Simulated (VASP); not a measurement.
# SiC (P6_3mc) in VASP: notebook

SiC is run at these levels: PBE; tasks: single point.

Everything below comes from runs of VASP 6.6.1. Logs are shortened: lines on timing, memory, paths and dates and some standing lists are left out, and cuts for length are marked.

## 1. The cell of the first run

The structure is hexagonal, space group P6_3mc (No. 186). Conventional cell: a = 3.092 Å, b = 3.092 Å, c = 5.074 Å, α = 90.00°, β = 90.00°, γ = 120.00°. Within 2.5 Å of Si (site symmetry 3m) lie 4 C at 1.85 to 2.06 Å. C (site symmetry 3m) has 4 Si at 1.85 to 2.06 Å within 2.5 Å.

## 2. Single point, PBE (c/a of the conventional cell at fixed volume 1.6410)

File INCAR:

```
SYSTEM = SiC
  PREC = Accurate
  ENCUT = 520
  EDIFF = 1E-7
  ISMEAR = 0
  SIGMA = 0.05
  LREAL = .False.
  LASPH = .True.
  NELM = 80
  ALGO = Normal
  ISIF = 2
  LWAVE = .False.
  LCHARG = .False.
  GGA = PE
  NBANDS = 16
```

File KPOINTS:

```
Automatic mesh
0
Gamma
  12 12 6
  0 0 0
```

File POSCAR:

```
SiC
1.0
    3.0920366030      0.0000000000      0.0000000000
   -1.5460183015      2.6777822476      0.0000000000
    0.0000000000      0.0000000000      5.0738984874
Si C
2 2
Direct
    0.3333333333      0.6666666667      0.0045639005
    0.6666666667      0.3333333333      0.5045639005
    0.3333333333      0.6666666667      0.4102553796
    0.6666666667      0.3333333333      0.9102553796
```

Potentials or basis: VASP PAW PBE potentials, release 64 (Si, C).

Launch:

```sh
> cat potpaw_PBE.64/Si/POTCAR potpaw_PBE.64/C/POTCAR > POTCAR
> mpirun -np 1 vasp_std > vasp.out
```

OUTCAR:

```text
SYSTEM = SiC
   PREC = Accurate
   ENCUT = 520
   EDIFF = 1E-7
   ISMEAR = 0
   LREAL = .False.
   LASPH = .True.
   NELM = 80
   ISIF = 2
   GGA = PE

 ion  position               nearest neighbor table
   1  0.333  0.667  0.005-   4 1.85   4 1.85   4 1.85   3 2.06   2 3.10   2 3.10   2 3.10   2 3.10
                             2 3.10   2 3.10
   2  0.667  0.333  0.505-   3 1.85   3 1.85   3 1.85   4 2.06   1 3.10   1 3.10   1 3.10   1 3.10
                             1 3.10   1 3.10
   3  0.333  0.667  0.410-   2 1.85   2 1.85   2 1.85   1 2.06
   4  0.667  0.333  0.910-   1 1.85   1 1.85   1 1.85   2 2.06

  LATTYP: Found a hexagonal cell.
 ALAT       =     3.0920366030
 C/A-ratio  =     1.6409567993

  Lattice vectors:

 A1 = (   3.0920366030,   0.0000000000,   0.0000000000)
 A2 = (  -1.5460183015,   2.6777822476,   0.0000000000)
 A3 = (   0.0000000000,   0.0000000000,   5.0738984874)

Analysis of symmetry for initial positions (statically):
=====================================================================
 Subroutine PRICEL returns:
 Original cell was already a primitive cell.

 Routine SETGRP: Setting up the symmetry group for a
 hexagonal supercell.

 Subroutine GETGRP returns: Found 12 space group operations
 (whereof  6 operations were pure point group operations)
 out of a pool of 24 trial point group operations.

The static configuration has the point symmetry C_3v.
 The point group associated with its full space group is C_6v.

Analysis of symmetry for dynamics (positions and initial velocities):
=====================================================================
 Subroutine PRICEL returns:
 Original cell was already a primitive cell.

 Routine SETGRP: Setting up the symmetry group for a
 hexagonal supercell.

 Subroutine GETGRP returns: Found 12 space group operations
 (whereof  6 operations were pure point group operations)
 out of a pool of 24 trial point group operations.

The dynamic configuration has the point symmetry C_3v.
 The point group associated with its full space group is C_6v.

 Subroutine INISYM returns: Found 12 space group operations
 (whereof  6 operations are pure point group operations),
 and found     1 'primitive' translations

----------------------------------------------------------------------------------------

                                     Primitive cell

  volume of cell :      42.0109

  direct lattice vectors                    reciprocal lattice vectors
     3.092036603  0.000000000  0.000000000     0.323411437  0.186721680  0.000000000
    -1.546018301  2.677782248  0.000000000     0.000000000  0.373443360  0.000000000
     0.000000000  0.000000000  5.073898487     0.000000000  0.000000000  0.197087112

  length of vectors
     3.092036603  3.092036603  5.073898487     0.373443360  0.373443360  0.197087112

  position of ions in fractional coordinates (direct lattice)
     0.333333333  0.666666667  0.004563901
     0.666666667  0.333333333  0.504563901
     0.333333333  0.666666667  0.410255380
     0.666666667  0.333333333  0.910255380

  ion indices of the primitive-cell ions
   primitive index   ion index
                 1           1
                 2           2
                 3           3
                 4           4

----------------------------------------------------------------------------------------

 KPOINTS: Automatic mesh

Automatic generation of k-mesh.
 Grid dimensions read from file:
 generate k-points for:   12   12    6

 Generating k-lattice:

  Cartesian coordinates                     Fractional coordinates (reciprocal lattice)
     0.026950953  0.015560140  0.000000000     0.083333333  0.000000000  0.000000000
     0.000000000  0.031120280  0.000000000     0.000000000  0.083333333  0.000000000
     0.000000000  0.000000000  0.032847852     0.000000000  0.000000000  0.166666667

  Length of vectors
     0.031120280  0.031120280  0.032847852

  Shift w.r.t. Gamma in fractional coordinates (k-lattice)
     0.000000000  0.000000000  0.000000000

 Subroutine IBZKPT returns following result:
 ===========================================

 Found     76 irreducible k-points:

 Following reciprocal coordinates:
            Coordinates               Weight
  0.000000  0.000000  0.000000      1.000000
  0.083333  0.000000  0.000000      6.000000
  0.166667  0.000000  0.000000      6.000000
  0.250000  0.000000  0.000000      6.000000
  0.333333  0.000000  0.000000      6.000000
  0.416667  0.000000  0.000000      6.000000
[... 16 lines left out ...]
  0.250000  0.000000  0.166667     12.000000
  0.333333  0.000000  0.166667     12.000000
 [... further k-points ...]
   k-points           NKPTS =     76   k-points in BZ     NKDIM =     76   number of bands    NBANDS=     16
   number of dos      NEDOS =    301   number of ions     NIONS =      4
   total plane-waves  NPLWV =  23040
   dimension x,y,z NGX =    24 NGY =   24 NGZ =   40
   dimension x,y,z NGXF=    48 NGYF=   48 NGZF=   80
   ions per type =               2   2
   NGX,Y,Z   is equivalent  to a cutoff of  12.90, 12.90, 13.11 a.u.
   NGXF,Y,Z  is equivalent  to a cutoff of  25.81, 25.81, 26.21 a.u.
 SYSTEM =  SiC
   PREC   = accura    normal or accurate (medium, high low for compatibility)
   ISTART =      0    job   : 0-new  1-cont  2-samecut
   ICHARG =      2    charge: 1-file 2-atom 10-const
   ISPIN  =      1    spin polarized calculation?
   LNONCOLLINEAR =      F non collinear calculations
   LSORBIT =      F    spin-orbit coupling
   LASPH  =      T    aspherical Exc in radial PAW
   ENCUT  =  520.0 eV  38.22 Ry    6.18 a.u.   5.75  5.75  9.43*2*pi/ulx,y,z
   NELM   =     80;   NELMIN=  2; NELMDL= -5     # of ELM steps
   EDIFF  = 0.1E-06   stopping-criterion for ELM
   LREAL  =      F    real-space projection
   EDIFFG = 0.1E-05   stopping-criterion for IOM
   NSW    =      0    number of steps for IOM
   IBRION =     -1    ionic relax: 0-MD 1-quasi-New 2-CG
   NFREE  =      0    steps in history (QN), initial steepest desc. (CG)
   ISIF   =      2    stress and relaxation
   ISYM   =      2    0-nonsym 1-usesym 2-fastsym
   POTIM  = 0.5000    time-step for ionic-motion
   TEBEG  =    0.0;   TEEND  =   0.0 temperature during run
   PSTRESS=    0.0 pullay stress
   NELECT =      16.0000    total number of electrons
   NUPDOWN=      -1.0000    fix difference up-down
   EMIN   =  10.00;   EMAX   =-10.00  energy-range for DOS
   EFERMI =   0.00;   METHOD = LEGACY
   ISMEAR =     0;   SIGMA  =   0.05  broadening in eV -4-tet -1-fermi 0-gaus
   EFERMI_NEDOS =   21; number of points for ismear=-14 and -15
   IALGO  =     38    algorithm
   IMIX   =      4    mixing-type and parameters
     AMIX     =   0.40;   BMIX     =  1.00
     AMIX_MAG =   1.60;   BMIX_MAG =  1.00
  volume/ion in A,a.u.               =      10.50        70.88
  Fermi-wavevector in a.u.,A,eV,Ry     =   1.186664  2.242469 19.159321  1.408170
  Thomas-Fermi vector in A             =   2.322831
   LORBIT       =      0    0 simple, 1 ext, 2 COOP (PROOUT), +10 PAW based schemes
   GGA     = PE    functional components
   LHFCALC =     F    Hartree Fock is set to
   AEXX    =    0.0000 exact exchange contribution
   IVDW    =     0    specifies the selected vdW correction
   LEPSILON=     F    determine dielectric tensor
   LRPA    =     F    only Hartree local field effects (RPA)
 non-spin polarized calculation
 Gauss-broadening in eV      SIGMA  =   0.05
  energy-cutoff  :      520.00
  volume of cell :       42.01
 maximum number of plane-waves:      1170
 NGX is ok and might be reduce to    24
   NGX = 11   NGY = 11   NGZ = 19

 number of electron      16.0000000 magnetization

 Free energy of the ion-electron system (eV)
  ---------------------------------------------------
  ext. energy  EPLUGINS =         0.00000000
  ---------------------------------------------------
  free energy    TOTEN  =       -29.79385575 eV

  energy without entropy =      -29.79385575  energy(sigma->0) =      -29.79385575

 E-fermi :   9.0185     XC(G=0): -11.2774

 val. band max:        8.7709153075   @ k =   0.0000   0.0000   0.0000
 cond. band min:      10.7114049349   @ k =   0.5000   0.0000   0.0000
 fundamental gap:      1.9404896274
 Fermi energy:         9.0185216844

 k-point     1 :       0.0000    0.0000    0.0000
  band No.  band energies     occupation
      1      -7.3886      2.00000
      2      -4.0775      2.00000
      3      -0.0480      2.00000
      4       6.4807      2.00000
      5       6.4807      2.00000
      6       7.6755      2.00000
[... 8 lines left out ...]
     15      16.6213      0.00000
     16      19.7096      0.00000

 k-point     2 :       0.0833    0.0000    0.0000
  band No.  band energies     occupation
      1      -7.2692      2.00000
      2      -3.9737      2.00000
      3       0.0652      2.00000
      4       5.8249      2.00000
      5       6.2830      2.00000
      6       7.2339      2.00000
[... 8 lines left out ...]
     15      16.9514      0.00000
     16      18.6250      0.00000

 k-point     3 :       0.1667    0.0000    0.0000
  band No.  band energies     occupation
      1      -6.9140      2.00000
      2      -3.6700      2.00000
      3       0.3962      2.00000
      4       4.3792      2.00000
      5       5.8300      2.00000
      6       6.1448      2.00000
[... 8 lines left out ...]
     15      17.6591      0.00000
     16      17.7448      0.00000

 k-point     4 :       0.2500    0.0000    0.0000
  band No.  band energies     occupation
      1      -6.3339      2.00000
      2      -3.1982      2.00000
      3       0.8900      2.00000
      4       2.7896      2.00000
      5       4.7841      2.00000
      6       5.3326      2.00000
[... 8 lines left out ...]
     15      17.6777      0.00000
     16      18.5658      0.00000
[... 324 lines left out ...]
 k-point    22 :       0.1667    0.0000    0.1667
  band No.  band energies     occupation
      1      -6.7833      2.00000
      2      -4.1103      2.00000
      3       1.0412      2.00000
      4       4.4962      2.00000
      5       5.9028      2.00000
      6       5.9135      2.00000
[... 8 lines left out ...]
     15      17.5631      0.00000
     16      18.3500      0.00000

 k-point    23 :       0.2500    0.0000    0.1667
  band No.  band energies     occupation
      1      -6.2053      2.00000
      2      -3.6099      2.00000
      3       1.4021      2.00000
      4       3.0140      2.00000
      5       4.4948      2.00000
      6       5.4226      2.00000
[... 8 lines left out ...]
     15      18.3895      0.00000
     16      18.5726      0.00000

 k-point    24 :       0.3333    0.0000    0.1667
  band No.  band energies     occupation
      1      -5.4314      2.00000
      2      -3.0066      2.00000
      3       0.8894      2.00000
      4       2.6605      2.00000
      5       3.0845      2.00000
      6       5.0125      2.00000
[... 8 lines left out ...]
     15      18.9509      0.00000
     16      19.8278      0.00000

 [... further k-points ...]

------------------------ aborting loop because EDIFF is reached ----------------------------------------

  FORCE on cell =-STRESS in cart. coord.  units (eV):
  Direction    XX          YY          ZZ          XY          YZ          ZX
  --------------------------------------------------------------------------------------
  -------------------------------------------------------------------------------------
  Total        1.4390696      1.4390696     -1.3557565      0.0000000     -0.0000000      0.0000000
  in kB       54.8820987     54.8820987    -51.7047703      0.0000000     -0.0000000      0.0000000
  external PRESSURE =      19.3531424 kB  Pullay stress =       0.0000000 kB

 VOLUME and BASIS-vectors are now :
 -----------------------------------------------------------------------------
  energy-cutoff  :      520.00
  volume of cell :       42.01
      direct lattice vectors                 reciprocal lattice vectors
     3.092036603  0.000000000  0.000000000     0.323411437  0.186721680  0.000000000
    -1.546018301  2.677782248  0.000000000     0.000000000  0.373443360  0.000000000
     0.000000000  0.000000000  5.073898487     0.000000000  0.000000000  0.197087112

 POSITION                                       TOTAL-FORCE (eV/Angst)
 -----------------------------------------------------------------------------------
     -0.00000      1.78519      0.02316         0.000000      0.000000      1.832682
      1.54602      0.89259      2.56011        -0.000000     -0.000000      1.832682
     -0.00000      1.78519      2.08159        -0.000000     -0.000000     -1.832682
      1.54602      0.89259      4.61854         0.000000     -0.000000     -1.832682
 -----------------------------------------------------------------------------------
    total drift:                                0.000000      0.000000      0.000191

  FREE ENERGIE OF THE ION-ELECTRON SYSTEM (eV)
  ---------------------------------------------------
  free  energy   TOTEN  =       -29.7938557492 eV

  energy  without entropy=      -29.7938557492  energy(sigma->0) =      -29.79385575
```

Wall time 54 s (1 thread of Intel Xeon 8259CL, shared host); peak memory 0.18 GiB.

Results:

```
Free energy            : -29.7939 eV
Pressure               : 1.9 GPa
Largest force          : 1.833 eV/Å
Band gap on the k mesh : 1.94 eV, indirect (least direct gap 3.89 eV)
```

Forces on the atoms (eV/Å):
```
Si   0.000  0.000  1.833
Si   0.000  0.000  1.833
C    0.000  0.000 -1.833
C    0.000  0.000 -1.833
```

Stress tensor (GPa, compression positive):
```
 5.49  0.00  0.00
 0.00  5.49  0.00
 0.00  0.00 -5.17
```

Levels at points of the mesh, in eV from the valence-band top:
```tsv
k point	band 5	band 6	band 7	band 8	band 9	band 10	band 11	band 12
(0.00, 0.00, 0.00)	-2.29	-1.10	-1.10	0.00	3.89	5.20	5.85	5.85
(0.50, 0.00, 0.00)	-5.59	-4.21	-3.38	-2.32	1.94	3.84	6.04	7.09
(0.00, 0.00, 0.50)	-1.74	-1.74	-1.74	-1.74	4.97	4.97	6.48	6.48
(0.50, 0.00, 0.50)	-3.41	-3.41	-2.54	-2.54	2.64	2.64	4.11	4.11
```

Caveat: forces of over 1 eV/Å act on the atoms, so gaps and moduli don't describe the material at rest. A k mesh can miss the band edges.

## 3. Single point, PBE (c/a of the conventional cell at fixed volume 1.5534)

File INCAR:

```
SYSTEM = SiC
PREC     = Accurate       ! precision mode
ENCUT    = 520            ! plane-wave cutoff, eV
EDIFF    = 1E-7           ! SCF threshold, eV
ISMEAR   = 0              ! smearing method
SIGMA    = 0.05           ! smearing width, eV
LREAL    = .FALSE.        ! projectors in reciprocal space
LASPH    = .TRUE.         ! aspherical terms in the spheres
NELM     = 80             ! most SCF steps
ALGO     = Normal         ! electronic algorithm
ISIF     = 2              ! what is computed and relaxed
LWAVE    = .FALSE.        ! write WAVECAR
LCHARG   = .FALSE.        ! write CHGCAR
GGA      = PE             ! functional
NBANDS   = 16             ! bands
```

File KPOINTS:

```
Automatic mesh
0
G
  12 12 6
  0 0 0
```

File POSCAR:

```
SiC
1.0
    3.1490718908      0.0000000000      0.0000000000
   -1.5745359454      2.7271762558      0.0000000000
    0.0000000000      0.0000000000      4.8917682752
Si C
2 2
Direct
    0.3333333333      0.6666666667      0.0045639005
    0.6666666667      0.3333333333      0.5045639005
    0.3333333333      0.6666666667      0.3804360995
    0.6666666667      0.3333333333      0.8804360995
```

Potentials or basis: VASP PAW PBE potentials, release 64 (Si, C).

Launch:

```sh
> cat potpaw_PBE.64/Si/POTCAR potpaw_PBE.64/C/POTCAR > POTCAR
> mpirun -np 1 vasp_std > vasp.out
```

Wall time 47 s (1 thread of Intel Xeon 8259CL, shared host); peak memory 0.18 GiB.

The run converged. Its results:

| Quantity | Value |
| --- | --- |
| Free energy | -29.9640 eV |
| Pressure | 0.7 GPa |
| Largest force | 0.646 eV/Å |
| Band gap on the k mesh | 2.29 eV, indirect (least direct gap 3.42 eV) |

Forces on the atoms (eV/Å):
```
Si   0.000  0.000 -0.646
Si   0.000  0.000 -0.646
C    0.000  0.000  0.646
C    0.000  0.000  0.646
```

Stress tensor (GPa, compression positive):
```
-9.63  0.00  0.00
 0.00 -9.63  0.00
 0.00  0.00 21.24
```

Levels at points of the mesh, in eV from the valence-band top:
```tsv
k point	band 4	band 5	band 6	band 7	band 8	band 9	band 10	band 11	band 12	band 13
(0.00, 0.00, 0.00)	-1.70	-1.70	-0.10	-0.10	0.00	3.77	6.09	6.09	6.23	8.33
(0.50, 0.00, 0.00)	-5.96	-5.50	-3.62	-3.35	-1.13	2.29	4.48	6.64	6.79	10.44
(0.00, 0.00, 0.50)	-4.06	-0.97	-0.97	-0.97	-0.97	5.10	5.10	6.83	6.83	6.83
(0.50, 0.00, 0.50)	-8.25	-2.62	-2.62	-2.13	-2.13	3.28	3.28	5.46	5.46	10.31
```

 A k mesh can miss the band edges.

## 4. Single point, PBE (c/a of the conventional cell at fixed volume 1.5534)

File INCAR:

```
SYSTEM = SiC
  ALGO = Normal
  EDIFF = 1E-6
  ENCUT = 520
  GGA = PE
  ISIF = 2
  ISMEAR = 0
  LASPH = .True.
  LCHARG = .False.
  LREAL = .False.
  LWAVE = .False.
  NBANDS = 16
  NELM = 100
  PREC = Accurate
  SIGMA = 0.05
```

File KPOINTS:

```
k-points
0
Gamma
  12 12 6
  0 0 0
```

POSCAR, as its differences from that of step 3:

```diff
@@ -10,3 +10,3 @@
     0.6666666667      0.3333333333      0.5045639005
-    0.3333333333      0.6666666667      0.3804360995
-    0.6666666667      0.3333333333      0.8804360995
+    0.3333333333      0.6666666667      0.4102553796
+    0.6666666667      0.3333333333      0.9102553796
```

Launch:

```sh
> cat potpaw_PBE.64/Si/POTCAR potpaw_PBE.64/C/POTCAR > POTCAR
> mpirun -np 1 vasp_std > vasp.out
```

It took 45 s on 1 thread of Intel Xeon 8259CL, shared host; peak memory 0.18 GiB.

It converged, with:

| Quantity | Value |
| --- | --- |
| Free energy | -29.7849 eV |
| Pressure | -0.7 GPa |
| Largest force | 1.579 eV/Å |
| Band gap on the k mesh | 1.31 eV, indirect (least direct gap 2.80 eV) |

Forces in eV/Å, atoms in the order of the input:
```
Si   0.000  0.000  1.579
Si   0.000  0.000  1.579
C    0.000  0.000 -1.579
C    0.000  0.000 -1.579
```

Stress tensor (GPa, compression positive):
```
-4.97  0.00  0.00
 0.00 -4.97  0.00
 0.00  0.00  7.75
```

Levels at points of the mesh, in eV from the valence-band top:
```
           k point  band 6  band 7  band 8  band 9  band 10  band 11
(0.00, 0.00, 0.00)   -1.27   -1.27    0.00    2.80     5.20     5.20
(0.50, 0.00, 0.00)   -4.65   -3.70   -2.36    1.31     3.93     5.93
(0.00, 0.00, 0.50)   -2.08   -2.08   -2.08    4.12     4.12     5.89
(0.50, 0.00, 0.50)   -3.70   -2.55   -2.55    2.48     2.48     4.20
```

Caveat: forces of over 1 eV/Å act on the atoms, so gaps and moduli don't describe the material at rest.
